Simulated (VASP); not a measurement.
# SrO (Pm-3m) in VASP: relaxation of cell and atoms with LDA

Aim: the relaxation of cell and atoms of SrO with LDA.

All numbers are computed with VASP 6.6.1; they aren't measurements. Logs are shortened: lines on timing, memory, paths and dates and some standing lists are left out, and cuts for length are marked.

## Step 1: The cell of the first run

Symmetry: Pm-3m, No. 221, cubic system. The conventional cell has a = 3.134 Å, b = 3.134 Å, c = 3.134 Å, α = 90.00°, β = 90.00°, γ = 90.00°. Within 3.6 Å of Sr (site symmetry m-3m) lie 8 O at 2.71 Å and 6 Sr at 3.13 Å. Within 3.6 Å of O (site symmetry m-3m) lie 8 Sr at 2.71 Å and 6 O at 3.13 Å.

## Step 2: Relaxation of cell and atoms, LDA

INCAR

```
ALGO = Normal
EDIFF = 1E-6
EDIFFG = -0.005
ENCUT = 600
IBRION = 2
ISIF = 3
ISMEAR = -1
LASPH = True
LCHARG = False
LREAL = False
LWAVE = False
NELM = 80
NSW = 80
PREC = Accurate
SIGMA = 0.02
```

KPOINTS

```
k-points
0
Gamma
  8 8 8
```

POSCAR

```
SrO
1.0
    3.1335790780      0.0000000000      0.0000000000
    0.0000000000      3.1335790780      0.0000000000
    0.0000000000      0.0000000000      3.1335790780
Sr O
1 1
Direct
    0.0000000000      0.0000000000      0.0000000000
    0.5000000000      0.5000000000      0.5000000000
```

Potentials or basis: VASP PAW LDA potentials, release 64 (Sr_sv, O).

Command:

```console
$ cat potpaw_LDA.64/Sr_sv/POTCAR potpaw_LDA.64/O/POTCAR > POTCAR
$ mpirun -np 1 vasp_std > vasp.out
```

OUTCAR:

```text
EDIFF = 1E-6
   EDIFFG = -0.005
   ENCUT = 600
   IBRION = 2
   ISIF = 3
   ISMEAR = -1
   LASPH = True
   LREAL = False
   NELM = 80
   NSW = 80
   PREC = Accurate

 ion  position               nearest neighbor table
   1  0.000  0.000  0.000-   2 2.71   2 2.71   2 2.71   2 2.71   2 2.71   2 2.71   2 2.71   2 2.71

   2  0.500  0.500  0.500-   1 2.71   1 2.71   1 2.71   1 2.71   1 2.71   1 2.71   1 2.71   1 2.71

  LATTYP: Found a simple cubic cell.
 ALAT       =     3.1335790780

  Lattice vectors:

 A1 = (   3.1335790780,   0.0000000000,   0.0000000000)
 A2 = (   0.0000000000,   3.1335790780,   0.0000000000)
 A3 = (   0.0000000000,   0.0000000000,   3.1335790780)

Analysis of symmetry for initial positions (statically):
=====================================================================
 Subroutine PRICEL returns:
 Original cell was already a primitive cell.

 Routine SETGRP: Setting up the symmetry group for a
 simple cubic supercell.

 Subroutine GETGRP returns: Found 48 space group operations
 (whereof 48 operations were pure point group operations)
 out of a pool of 48 trial point group operations.

The static configuration has the point symmetry O_h .

Analysis of symmetry for dynamics (positions and initial velocities):
=====================================================================
 Subroutine PRICEL returns:
 Original cell was already a primitive cell.

 Routine SETGRP: Setting up the symmetry group for a
 simple cubic supercell.

 Subroutine GETGRP returns: Found 48 space group operations
 (whereof 48 operations were pure point group operations)
 out of a pool of 48 trial point group operations.

The dynamic configuration has the point symmetry O_h .

 Subroutine INISYM returns: Found 48 space group operations
 (whereof 48 operations are pure point group operations),
 and found     1 'primitive' translations

----------------------------------------------------------------------------------------

                                     Primitive cell

  volume of cell :      30.7696

  direct lattice vectors                    reciprocal lattice vectors
     3.133579078  0.000000000  0.000000000     0.319123908  0.000000000  0.000000000
     0.000000000  3.133579078  0.000000000     0.000000000  0.319123908  0.000000000
     0.000000000  0.000000000  3.133579078     0.000000000  0.000000000  0.319123908

  length of vectors
     3.133579078  3.133579078  3.133579078     0.319123908  0.319123908  0.319123908

  position of ions in fractional coordinates (direct lattice)
     0.000000000  0.000000000  0.000000000
     0.500000000  0.500000000  0.500000000

  ion indices of the primitive-cell ions
   primitive index   ion index
                 1           1
                 2           2

----------------------------------------------------------------------------------------

 KPOINTS: k-points

Automatic generation of k-mesh.
 Grid dimensions read from file:
 generate k-points for:    8    8    8

 Generating k-lattice:

  Cartesian coordinates                     Fractional coordinates (reciprocal lattice)
     0.039890488  0.000000000  0.000000000     0.125000000  0.000000000  0.000000000
     0.000000000  0.039890488  0.000000000     0.000000000  0.125000000  0.000000000
     0.000000000  0.000000000  0.039890488     0.000000000  0.000000000  0.125000000

  Length of vectors
     0.039890488  0.039890488  0.039890488

  Shift w.r.t. Gamma in fractional coordinates (k-lattice)
     0.000000000  0.000000000  0.000000000

 Subroutine IBZKPT returns following result:
 ===========================================

 Found     35 irreducible k-points:

 Following reciprocal coordinates:
            Coordinates               Weight
  0.000000  0.000000  0.000000      1.000000
  0.125000  0.000000  0.000000      6.000000
  0.250000  0.000000  0.000000      6.000000
  0.375000  0.000000  0.000000      6.000000
  0.500000  0.000000  0.000000      3.000000
  0.125000  0.125000  0.000000     12.000000
[... 16 lines left out ...]
  0.375000  0.375000  0.125000     24.000000
  0.500000  0.375000  0.125000     24.000000
 [... further k-points ...]
   k-points           NKPTS =     35   k-points in BZ     NKDIM =     35   number of bands    NBANDS=     12
   number of dos      NEDOS =    301   number of ions     NIONS =      2
   total plane-waves  NPLWV =  21952
   dimension x,y,z NGX =    28 NGY =   28 NGZ =   28
   dimension x,y,z NGXF=    56 NGYF=   56 NGZF=   56
   ions per type =               1   1
   NGX,Y,Z   is equivalent  to a cutoff of  14.85, 14.85, 14.85 a.u.
   NGXF,Y,Z  is equivalent  to a cutoff of  29.71, 29.71, 29.71 a.u.
 SYSTEM =  unknown system
   PREC   = accura    normal or accurate (medium, high low for compatibility)
   ISTART =      0    job   : 0-new  1-cont  2-samecut
   ICHARG =      2    charge: 1-file 2-atom 10-const
   ISPIN  =      1    spin polarized calculation?
   LNONCOLLINEAR =      F non collinear calculations
   LSORBIT =      F    spin-orbit coupling
   LASPH  =      T    aspherical Exc in radial PAW
   ENCUT  =  600.0 eV  44.10 Ry    6.64 a.u.   6.26  6.26  6.26*2*pi/ulx,y,z
   NELM   =     80;   NELMIN=  2; NELMDL= -5     # of ELM steps
   EDIFF  = 0.1E-05   stopping-criterion for ELM
   LREAL  =      F    real-space projection
   EDIFFG = -.5E-02   stopping-criterion for IOM
   NSW    =     80    number of steps for IOM
   IBRION =      2    ionic relax: 0-MD 1-quasi-New 2-CG
   NFREE  =      1    steps in history (QN), initial steepest desc. (CG)
   ISIF   =      3    stress and relaxation
   ISYM   =      2    0-nonsym 1-usesym 2-fastsym
   POTIM  = 0.5000    time-step for ionic-motion
   TEBEG  =    0.0;   TEEND  =   0.0 temperature during run
   PSTRESS=    0.0 pullay stress
   NELECT =      16.0000    total number of electrons
   NUPDOWN=      -1.0000    fix difference up-down
   EMIN   =  10.00;   EMAX   =-10.00  energy-range for DOS
   EFERMI =   0.00;   METHOD = LEGACY
   ISMEAR =    -1;   SIGMA  =   0.02  broadening in eV -4-tet -1-fermi 0-gaus
   EFERMI_NEDOS =   21; number of points for ismear=-14 and -15
   IALGO  =     38    algorithm
   IMIX   =      4    mixing-type and parameters
     AMIX     =   0.40;   BMIX     =  1.00
     AMIX_MAG =   1.60;   BMIX_MAG =  1.00
  volume/ion in A,a.u.               =      15.38       103.82
  Fermi-wavevector in a.u.,A,eV,Ry     =   1.316459  2.487748 23.579789  1.733066
  Thomas-Fermi vector in A             =   2.446570
   LORBIT       =      0    0 simple, 1 ext, 2 COOP (PROOUT), +10 PAW based schemes
   GGA     = CA    functional components
   LHFCALC =     F    Hartree Fock is set to
   AEXX    =    0.0000 exact exchange contribution
   IVDW    =     0    specifies the selected vdW correction
   LEPSILON=     F    determine dielectric tensor
   LRPA    =     F    only Hartree local field effects (RPA)
 conjugate gradient relaxation of ions
 non-spin polarized calculation
  energy-cutoff  :      600.00
  volume of cell :       30.77
 maximum number of plane-waves:      1064
 NGX is ok and might be reduce to    28
   NGX = 13   NGY = 13   NGZ = 13

--------------------------------------- Ionic step        1  -------------------------------------------

 number of electron      15.9999999 magnetization

 Free energy of the ion-electron system (eV)
  ---------------------------------------------------
  ext. energy  EPLUGINS =         0.00000000
  ---------------------------------------------------
  free energy    TOTEN  =       -12.62661182 eV

  energy without entropy =      -12.62661182  energy(sigma->0) =      -12.62661182

------------------------ aborting loop because EDIFF is reached ----------------------------------------

  FORCE on cell =-STRESS in cart. coord.  units (eV):
  Direction    XX          YY          ZZ          XY          YZ          ZX
  --------------------------------------------------------------------------------------
  -------------------------------------------------------------------------------------
  Total       -1.4768160     -1.4768160     -1.4768160      0.0000000      0.0000000     -0.0000000
  in kB      -76.8979886    -76.8979886    -76.8979886      0.0000000      0.0000000     -0.0000000
  external PRESSURE =     -76.8979886 kB  Pullay stress =       0.0000000 kB
[... 57 lines left out ...]
  energy  without entropy=      -12.6827642888  energy(sigma->0) =      -12.68276429

--------------------------------------- Ionic step        3  -------------------------------------------

 number of electron      16.0000002 magnetization

 Free energy of the ion-electron system (eV)
  ---------------------------------------------------
  ext. energy  EPLUGINS =         0.00000000
  ---------------------------------------------------
  free energy    TOTEN  =       -12.68987530 eV

  energy without entropy =      -12.68987530  energy(sigma->0) =      -12.68987530

 E-fermi :   3.5942     XC(G=0): -11.5644

 val. band max:        3.1440552595   @ k =   0.5000   0.5000   0.0000
 cond. band min:       5.7247495640   @ k =   0.0000   0.0000   0.0000
 fundamental gap:      2.5806943045
 Fermi energy:         3.5941534523

 k-point     1 :       0.0000    0.0000    0.0000
  band No.  band energies     occupation
      1     -30.3333      2.00000
      2     -12.3304      2.00000
      3     -11.4748      2.00000
      4     -11.4748      2.00000
      5     -11.4748      2.00000
      6       3.1223      2.00000
      7       3.1223      2.00000
      8       3.1223      2.00000
      9       5.7247      0.00000
     10       5.7247      0.00000
     11       8.2977      0.00000
     12      14.1887      0.00000
[... 331 lines left out ...]
 k-point    24 :       0.5000    0.3750    0.1250
  band No.  band energies     occupation
      1     -29.7985      2.00000
      2     -13.4901      2.00000
      3     -12.8737      2.00000
      4     -11.5239      2.00000
      5     -11.3457      2.00000
      6       1.4608      2.00000
      7       1.5545      2.00000
      8       2.6176      2.00000
      9       8.3221      0.00000
     10       8.8456      0.00000
     11      11.3050      0.00000
     12      11.3173      0.00000

 [... further k-points ...]
[... 5 lines left out ...]
  --------------------------------------------------------------------------------------
  -------------------------------------------------------------------------------------
  Total       -0.0007124     -0.0007124     -0.0007124     -0.0000000     -0.0000000      0.0000000
  in kB       -0.0402857     -0.0402857     -0.0402857     -0.0000000     -0.0000000      0.0000000
  external PRESSURE =      -0.0402857 kB  Pullay stress =       0.0000000 kB
[... 17 lines left out ...]
  FREE ENERGIE OF THE ION-ELECTRON SYSTEM (eV)
  ---------------------------------------------------
  free  energy   TOTEN  =       -12.6898752996 eV

  energy  without entropy=      -12.6898752996  energy(sigma->0) =      -12.68987530

 reached required accuracy - stopping structural energy minimisation
```

Wall time 62 s (1 thread of Intel Xeon 8259CL, shared host); peak memory 0.16 GiB.

Results:

```
Free energy                            : -12.6899 eV
Relaxed volume                         : 14.17 Å³/atom
Relaxed cell                           : a = 3.049 Å, b = 3.049 Å, c = 3.049 Å, α = 90.00°, β = 90.00°, γ = 90.00°
Space group after relaxing (to 0.05 Å) : Pm-3m (No. 221)
Energy gained by relaxing              : 31.6 meV/atom
Ionic steps                            : 3
Pressure after relaxing                : 0.0 GPa
Band gap on the k mesh                 : 2.58 eV, indirect (least direct gap 2.60 eV)
```

Step by step:
```tsv
step	energy change (eV)	largest force (eV/Å)	pressure (GPa)	volume (Å³)
1	0.0000	0.0000	-7.69	30.77
2	-0.0562	0.0000	3.25	27.60
3	-0.0633	0.0000	0.00	28.33
```

Final structure:
```yaml
crystal:
  lattice:
    - [3.04863, 0.00000, 0.00000]
    - [0.00000, 3.04863, 0.00000]
    - [0.00000, 0.00000, 3.04863]
  atoms:
    - { symbol: Sr, position: [0.00000, 0.00000, 0.00000] }
    - { symbol: O, position: [0.50000, 0.50000, 0.50000] }
```

Levels at points of the mesh, in eV from the valence-band top:
| k point | band 5 | band 6 | band 7 | band 8 | band 9 | band 10 | band 11 | band 12 |
| --- | --- | --- | --- | --- | --- | --- | --- | --- |
| (0.00, 0.00, 0.00) | -14.62 | -0.02 | -0.02 | -0.02 | 2.58 | 2.58 | 5.15 | 11.04 |
| (0.50, 0.00, 0.00) | -13.38 | -3.15 | -0.73 | -0.73 | 3.82 | 7.70 | 9.75 | 9.75 |
| (0.50, 0.50, 0.00) | -14.17 | -1.20 | -1.20 | 0.00 | 4.18 | 4.71 | 7.77 | 7.77 |
| (0.50, 0.50, 0.50) | -14.66 | -3.23 | -3.23 | -3.23 | 8.68 | 8.68 | 8.68 | 14.11 |

A k mesh can miss the band edges. Expect the measured gap to be larger: semilocal functionals such as LDA lack the derivative discontinuity.
